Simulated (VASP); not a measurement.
# GaN (I-4m2) in VASP: notebook

GaN is run at these levels: PBE; tasks: single point.

Program: VASP 6.6.1. These are calculated values, not measurements. Logs are shortened: lines on timing, memory, paths and dates and some standing lists are left out, and cuts for length are marked.

## Step 1: The cell of the first run

The structure is tetragonal, space group I-4m2 (No. 119). Conventional cell: a = 3.267 Å, b = 3.267 Å, c = 4.507 Å, α = 90.00°, β = 90.00°, γ = 90.00°. Ga (site symmetry -4m2) has 4 N at 1.98 Å within 2.6 Å. N (site symmetry -4m2) has 4 Ga at 1.98 Å within 2.6 Å.

## Step 2: Single point, PBE (strain +0.025 along x and y, +0.000 along z)

Contents of INCAR:

```
  ALGO = Normal
  EDIFF = 1E-6
  ENCUT = 520
  GGA = PE
  ISIF = 2
  ISMEAR = 0
  LASPH = T
  LCHARG = F
  LREAL = F
  LWAVE = F
  NBANDS = 16
  NELM = 60
  PREC = Accurate
  SIGMA = 0.05
```

Contents of KPOINTS:

```
k-points
0
Gamma
  10 10 10
```

Contents of POSCAR:

```
GaN
1.0
    0.0000000000      2.3098381227      2.2535006075
    2.3098381227      0.0000000000      2.2535006075
    2.3098381227      2.3098381227      0.0000000000
Ga N
1 1
Direct
    0.0000000000      0.0000000000      0.0000000000
    0.7500000000      0.7500000000      0.7500000000
```

Potentials or basis: VASP PAW PBE potentials, release 64 (Ga_d, N).

Started as:

```sh
$ cat potpaw_PBE.64/Ga_d/POTCAR potpaw_PBE.64/N/POTCAR > POTCAR
$ mpirun -np 1 vasp_std > vasp.out
```

OUTCAR:

```text
EDIFF = 1E-6
   ENCUT = 520
   GGA = PE
   ISIF = 2
   ISMEAR = 0
   LASPH = T
   LREAL = F
   NELM = 60
   PREC = Accurate

 ion  position               nearest neighbor table
   1  0.000  0.000  0.000-   2 1.98   2 1.98   2 1.98   2 1.98
   2  0.750  0.750  0.750-   1 1.98   1 1.98   1 1.98   1 1.98

  LATTYP: Found a body centered tetragonal cell.
 ALAT       =     3.2666044000
 C/A-ratio  =     1.3797205486

  Lattice vectors:

 A1 = (   0.0000000000,  -2.3098381227,  -2.2535006075)
 A2 = (   0.0000000000,   2.3098381227,  -2.2535006075)
 A3 = (   2.3098381227,   0.0000000000,   2.2535006075)

Analysis of symmetry for initial positions (statically):
=====================================================================
 Subroutine PRICEL returns:
 Original cell was already a primitive cell.

 Routine SETGRP: Setting up the symmetry group for a
 body centered tetragonal supercell.

 Subroutine GETGRP returns: Found  8 space group operations
 (whereof  8 operations were pure point group operations)
 out of a pool of 16 trial point group operations.

The static configuration has the point symmetry D_2d.

Analysis of symmetry for dynamics (positions and initial velocities):
=====================================================================
 Subroutine PRICEL returns:
 Original cell was already a primitive cell.

 Routine SETGRP: Setting up the symmetry group for a
 body centered tetragonal supercell.

 Subroutine GETGRP returns: Found  8 space group operations
 (whereof  8 operations were pure point group operations)
 out of a pool of 16 trial point group operations.

The dynamic configuration has the point symmetry D_2d.

 Subroutine INISYM returns: Found  8 space group operations
 (whereof  8 operations are pure point group operations),
 and found     1 'primitive' translations

----------------------------------------------------------------------------------------

                                     Primitive cell

  volume of cell :      24.0464

  direct lattice vectors                    reciprocal lattice vectors
     0.000000000  2.309838123  2.253500607    -0.216465386  0.216465386  0.221877020
     2.309838123  0.000000000  2.253500607     0.216465386 -0.216465386  0.221877020
     2.309838123  2.309838123  0.000000000     0.216465386  0.216465386 -0.221877020

  length of vectors
     3.227013657  3.227013657  3.266604400     0.378079275  0.378079275  0.378079275

  position of ions in fractional coordinates (direct lattice)
     0.000000000  0.000000000  0.000000000
     0.750000000  0.750000000  0.750000000

  ion indices of the primitive-cell ions
   primitive index   ion index
                 1           1
                 2           2

----------------------------------------------------------------------------------------

 KPOINTS: k-points

Automatic generation of k-mesh.
 Grid dimensions read from file:
 generate k-points for:   10   10   10

 Generating k-lattice:

  Cartesian coordinates                     Fractional coordinates (reciprocal lattice)
    -0.021646539  0.021646539  0.022187702     0.100000000  0.000000000  0.000000000
     0.021646539 -0.021646539  0.022187702     0.000000000  0.100000000  0.000000000
     0.021646539  0.021646539 -0.022187702    -0.000000000 -0.000000000  0.100000000

  Length of vectors
     0.037807928  0.037807928  0.037807928

  Shift w.r.t. Gamma in fractional coordinates (k-lattice)
     0.000000000  0.000000000  0.000000000

 Subroutine IBZKPT returns following result:
 ===========================================

 Found    102 irreducible k-points:

 Following reciprocal coordinates:
            Coordinates               Weight
  0.000000  0.000000  0.000000      1.000000
  0.100000 -0.000000  0.000000      8.000000
  0.200000 -0.000000  0.000000      8.000000
  0.300000  0.000000  0.000000      8.000000
  0.400000 -0.000000  0.000000      8.000000
  0.500000  0.000000  0.000000      4.000000
[... 16 lines left out ...]
  0.300000  0.300000  0.000000      2.000000
  0.400000  0.300000  0.000000      8.000000
 [... further k-points ...]
   k-points           NKPTS =    102   k-points in BZ     NKDIM =    102   number of bands    NBANDS=     16
   number of dos      NEDOS =    301   number of ions     NIONS =      2
   total plane-waves  NPLWV =  13824
   dimension x,y,z NGX =    24 NGY =   24 NGZ =   24
   dimension x,y,z NGXF=    48 NGYF=   48 NGZF=   48
   ions per type =               1   1
   NGX,Y,Z   is equivalent  to a cutoff of  12.36, 12.36, 12.21 a.u.
   NGXF,Y,Z  is equivalent  to a cutoff of  24.73, 24.73, 24.43 a.u.
 SYSTEM =  unknown system
   PREC   = accura    normal or accurate (medium, high low for compatibility)
   ISTART =      0    job   : 0-new  1-cont  2-samecut
   ICHARG =      2    charge: 1-file 2-atom 10-const
   ISPIN  =      1    spin polarized calculation?
   LNONCOLLINEAR =      F non collinear calculations
   LSORBIT =      F    spin-orbit coupling
   LASPH  =      T    aspherical Exc in radial PAW
   ENCUT  =  520.0 eV  38.22 Ry    6.18 a.u.   6.00  6.00  6.07*2*pi/ulx,y,z
   NELM   =     60;   NELMIN=  2; NELMDL= -5     # of ELM steps
   EDIFF  = 0.1E-05   stopping-criterion for ELM
   LREAL  =      F    real-space projection
   EDIFFG = 0.1E-04   stopping-criterion for IOM
   NSW    =      0    number of steps for IOM
   IBRION =     -1    ionic relax: 0-MD 1-quasi-New 2-CG
   NFREE  =      0    steps in history (QN), initial steepest desc. (CG)
   ISIF   =      2    stress and relaxation
   ISYM   =      2    0-nonsym 1-usesym 2-fastsym
   POTIM  = 0.5000    time-step for ionic-motion
   TEBEG  =    0.0;   TEEND  =   0.0 temperature during run
   PSTRESS=    0.0 pullay stress
   NELECT =      18.0000    total number of electrons
   NUPDOWN=      -1.0000    fix difference up-down
   EMIN   =  10.00;   EMAX   =-10.00  energy-range for DOS
   EFERMI =   0.00;   METHOD = LEGACY
   ISMEAR =     0;   SIGMA  =   0.05  broadening in eV -4-tet -1-fermi 0-gaus
   EFERMI_NEDOS =   21; number of points for ismear=-14 and -15
   IALGO  =     38    algorithm
   IMIX   =      4    mixing-type and parameters
     AMIX     =   0.40;   BMIX     =  1.00
     AMIX_MAG =   1.60;   BMIX_MAG =  1.00
  volume/ion in A,a.u.               =      12.02        81.14
  Fermi-wavevector in a.u.,A,eV,Ry     =   1.486445  2.808973 30.062314  2.209518
  Thomas-Fermi vector in A             =   2.599730
   LORBIT       =      0    0 simple, 1 ext, 2 COOP (PROOUT), +10 PAW based schemes
   GGA     = PE    functional components
   LHFCALC =     F    Hartree Fock is set to
   AEXX    =    0.0000 exact exchange contribution
   IVDW    =     0    specifies the selected vdW correction
   LEPSILON=     F    determine dielectric tensor
   LRPA    =     F    only Hartree local field effects (RPA)
 non-spin polarized calculation
 Gauss-broadening in eV      SIGMA  =   0.05
  energy-cutoff  :      520.00
  volume of cell :       24.05
 maximum number of plane-waves:       662
   NGX = 11   NGY = 11   NGZ = 13

 number of electron      17.9999987 magnetization

 Free energy of the ion-electron system (eV)
  ---------------------------------------------------
  ext. energy  EPLUGINS =         0.00000000
  ---------------------------------------------------
  free energy    TOTEN  =       -12.14459282 eV

  energy without entropy =      -12.14459282  energy(sigma->0) =      -12.14459282

 E-fermi :   5.0983     XC(G=0): -11.4060

 val. band max:        4.8297357071   @ k =   0.0000   0.0000   0.0000
 cond. band min:       6.1626619168   @ k =   0.0000   0.0000   0.0000
 fundamental gap:      1.3329262097
 Fermi energy:         5.0982537249

 k-point     1 :       0.0000    0.0000    0.0000
  band No.  band energies     occupation
      1     -10.7647      2.00000
      2      -8.6619      2.00000
      3      -8.6619      2.00000
      4      -8.6379      2.00000
      5      -8.3820      2.00000
      6      -8.3813      2.00000
[... 8 lines left out ...]
     15      22.9860      0.00000
     16      22.9860      0.00000

 k-point     2 :       0.1000   -0.0000    0.0000
  band No.  band energies     occupation
      1     -10.6665      2.00000
      2      -8.6501      2.00000
      3      -8.6383      2.00000
      4      -8.6070      2.00000
      5      -8.3835      2.00000
      6      -8.3818      2.00000
[... 8 lines left out ...]
     15      21.7458      0.00000
     16      22.3475      0.00000

 k-point     3 :       0.2000   -0.0000    0.0000
  band No.  band energies     occupation
      1     -10.4265      2.00000
      2      -8.6229      2.00000
      3      -8.6076      2.00000
      4      -8.4379      2.00000
      5      -8.3819      2.00000
      6      -8.3789      2.00000
[... 8 lines left out ...]
     15      21.0723      0.00000
     16      21.5187      0.00000

 k-point     4 :       0.3000    0.0000    0.0000
  band No.  band energies     occupation
      1     -10.1884      2.00000
      2      -8.5991      2.00000
      3      -8.5830      2.00000
      4      -8.3750      2.00000
      5      -8.3646      2.00000
      6      -8.0313      2.00000
[... 8 lines left out ...]
     15      21.6066      0.00000
     16      21.7407      0.00000
[... 324 lines left out ...]
 k-point    22 :      -0.2000    0.2000    0.0000
  band No.  band energies     occupation
      1     -10.1190      2.00000
      2      -8.5711      2.00000
      3      -8.5681      2.00000
      4      -8.3959      2.00000
      5      -8.3867      2.00000
      6      -7.8844      2.00000
[... 8 lines left out ...]
     15      21.4529      0.00000
     16      24.9031      0.00000

 k-point    23 :       0.3000    0.3000    0.0000
  band No.  band energies     occupation
      1     -10.0411      2.00000
      2      -8.5247      2.00000
      3      -8.4963      2.00000
      4      -8.4963      2.00000
      5      -8.3331      2.00000
      6      -7.7871      2.00000
[... 8 lines left out ...]
     15      25.9900      0.00000
     16      26.2732      0.00000

 k-point    24 :       0.4000    0.3000    0.0000
  band No.  band energies     occupation
      1      -9.9604      2.00000
      2      -8.5430      2.00000
      3      -8.4660      2.00000
      4      -8.4650      2.00000
      5      -8.3231      2.00000
      6      -7.3380      2.00000
[... 8 lines left out ...]
     15      26.1749      0.00000
     16      26.4460      0.00000

 [... further k-points ...]
[... 5 lines left out ...]
  --------------------------------------------------------------------------------------
  -------------------------------------------------------------------------------------
  Total       -0.6679929     -0.6679929     -0.2343210      0.0000000     -0.0000000      0.0000000
  in kB      -44.5073403    -44.5073403    -15.6124478      0.0000000     -0.0000000      0.0000000
  external PRESSURE =     -34.8757094 kB  Pullay stress =       0.0000000 kB

 VOLUME and BASIS-vectors are now :
 -----------------------------------------------------------------------------
  energy-cutoff  :      520.00
  volume of cell :       24.05
      direct lattice vectors                 reciprocal lattice vectors
     0.000000000  2.309838123  2.253500607    -0.216465386  0.216465386  0.221877020
     2.309838123  0.000000000  2.253500607     0.216465386 -0.216465386  0.221877020
     2.309838123  2.309838123  0.000000000     0.216465386  0.216465386 -0.221877020

 POSITION                                       TOTAL-FORCE (eV/Angst)
 -----------------------------------------------------------------------------------
      0.00000      0.00000      0.00000         0.000000      0.000000     -0.000000
      3.46476      3.46476      3.38025        -0.000000     -0.000000      0.000000
 -----------------------------------------------------------------------------------
    total drift:                               -0.000002     -0.000002     -0.000000

  FREE ENERGIE OF THE ION-ELECTRON SYSTEM (eV)
  ---------------------------------------------------
  free  energy   TOTEN  =       -12.1445928235 eV

  energy  without entropy=      -12.1445928235  energy(sigma->0) =      -12.14459282
```

Run time: 18 s. Hardware: 1 thread of AMD EPYC 9R45 (Zen 5), shared host; peak memory 0.13 GiB.

Results:

```
Free energy            : -12.1446 eV
Pressure               : -3.5 GPa
Band gap on the k mesh : 1.33 eV, direct
```

Caveat: the cell differs from its parent crystal (strain +0.025 along x and y, +0.000 along z).

## Step 3: Single point, PBE (strain +0.025 along x and y, +0.050 along z)

Contents of INCAR:

```
SYSTEM = GaN
  PREC = Accurate
  ENCUT = 520
  EDIFF = 1E-6
  ISMEAR = 0
  SIGMA = 0.05
  LREAL = .False.
  LASPH = .True.
  NELM = 100
  ALGO = Normal
  ISIF = 2
  LWAVE = .False.
  LCHARG = .False.
  GGA = PE
  NBANDS = 16
```

Contents of KPOINTS:

```
regular mesh
0
Gamma
  10 10 10
  0 0 0
```

Contents of POSCAR:

```
GaN
1.0
    0.0000000000      2.3098381227      2.3661756379
    2.3098381227      0.0000000000      2.3661756379
    2.3098381227      2.3098381227      0.0000000000
Ga N
1 1
Direct
    0.0000000000      0.0000000000      0.0000000000
    0.7500000000      0.7500000000      0.7500000000
```

Potentials or basis: VASP PAW PBE potentials, release 64 (Ga_d, N).

Started as:

```sh
$ cat potpaw_PBE.64/Ga_d/POTCAR potpaw_PBE.64/N/POTCAR > POTCAR
$ mpirun -np 1 vasp_std > vasp.out
```

Run time: 45 s. Hardware: 1 thread of Intel Xeon 8259CL, shared host; peak memory 0.18 GiB.

Results (log left out):

```yaml
Free_energy: -12.0924 eV
Pressure: -10.2 GPa
Band_gap_on_the_k_mesh: 1.05 eV, direct
```

Stress tensor (GPa, compression positive):
```
 -9.15   0.00   0.00
  0.00  -9.15   0.00
  0.00   0.00 -12.30
```

Levels at points of the mesh, in eV from the valence-band top:
| k point | band 7 | band 8 | band 9 | band 10 | band 11 | band 12 |
| --- | --- | --- | --- | --- | --- | --- |
| (0.00, 0.00, 0.00) | -0.11 | 0.00 | 0.00 | 1.05 | 9.64 | 9.64 |
| (0.50, 0.00, 0.00) | -6.47 | -0.97 | -0.80 | 3.93 | 8.19 | 9.67 |
| (0.50, 0.50, 0.00) | -5.94 | -2.30 | -2.30 | 3.38 | 6.24 | 10.84 |
| (0.50, 0.00, 0.50) | -5.69 | -2.47 | -2.47 | 3.24 | 5.91 | 11.11 |

Caveat: the cell differs from its parent crystal (strain +0.025 along x and y, +0.050 along z).

## Step 4: Single point, PBE (strain +0.050 along x and y, +0.025 along z)

Contents of INCAR:

```
ALGO = Normal
EDIFF = 1E-7
ENCUT = 520
GGA = PE
ISIF = 2
ISMEAR = 0
LASPH = True
LCHARG = False
LREAL = False
LWAVE = False
NBANDS = 16
NELM = 100
PREC = Accurate
SIGMA = 0.05
```

Contents of KPOINTS:

```
k-points
0
Gamma
  10 10 10
```

Contents of POSCAR:

```
GaN
1.0
    0.0000000000      2.3661756379      2.3098381227
    2.3661756379      0.0000000000      2.3098381227
    2.3661756379      2.3661756379      0.0000000000
Ga N
1 1
Direct
    0.0000000000      0.0000000000      0.0000000000
    0.7500000000      0.7500000000      0.7500000000
```

Started as:

```sh
$ cat potpaw_PBE.64/Ga_d/POTCAR potpaw_PBE.64/N/POTCAR > POTCAR
$ mpirun -np 1 vasp_std > vasp.out
```

It took 97 s on 1 thread of Intel Xeon 8259CL, shared host; peak memory 0.18 GiB.

It converged, with:

| Item | Value |
| --- | --- |
| Free energy | -12.0481 eV |
| Pressure | -13.0 GPa |
| Band gap on the k mesh | 0.87 eV, direct |

Stress tensor (GPa, compression positive):
```
-13.97   0.00   0.00
  0.00 -13.97   0.00
  0.00   0.00 -11.11
```

Levels at points of the mesh, in eV from the valence-band top:
```csv
k point,band 5,band 6,band 7,band 8,band 9,band 10,band 11,band 12,band 13,band 14
"(0.00, 0.00, 0.00)",-13.26,-13.25,-0.10,-0.10,0.00,0.87,9.43,9.50,9.50,15.91
"(0.50, 0.00, 0.00)",-13.21,-11.97,-6.36,-0.97,-0.81,3.74,8.04,9.51,9.82,14.58
"(0.50, 0.50, 0.00)",-13.19,-11.46,-5.56,-2.48,-2.48,3.17,5.62,11.02,12.56,12.56
"(0.50, 0.00, 0.50)",-13.20,-11.57,-5.79,-2.32,-2.31,3.29,5.95,10.76,12.43,12.90
```

Caveat: the cell differs from its parent crystal (strain +0.050 along x and y, +0.025 along z).

## Step 5: The runs side by side

| cell | gap on the mesh (eV) | pressure (GPa) |
| --- | --- | --- |
| a = 3.227, b = 3.227, c = 3.267 Å, angles 59.6, 59.6, 60.8°, 2 atoms | 1.33 | -3.5 |
| a = 3.307, b = 3.307, c = 3.267 Å, angles 60.4, 60.4, 59.2°, 2 atoms | 1.05 | -10.2 |
| a = 3.307, b = 3.307, c = 3.346 Å, angles 59.6, 59.6, 60.8°, 2 atoms | 0.87 | -13.0 |

Alike in all rows: task single point; level PBE; potentials or basis VASP PAW PBE potentials, release 64 (Ga_d, N); no spin polarisation; k mesh 10 × 10 × 10; cutoff (eV) 520; smearing gaussian 0.05 eV.

Total energies depend on the potentials used, so only differences within one code and one set of settings carry meaning.
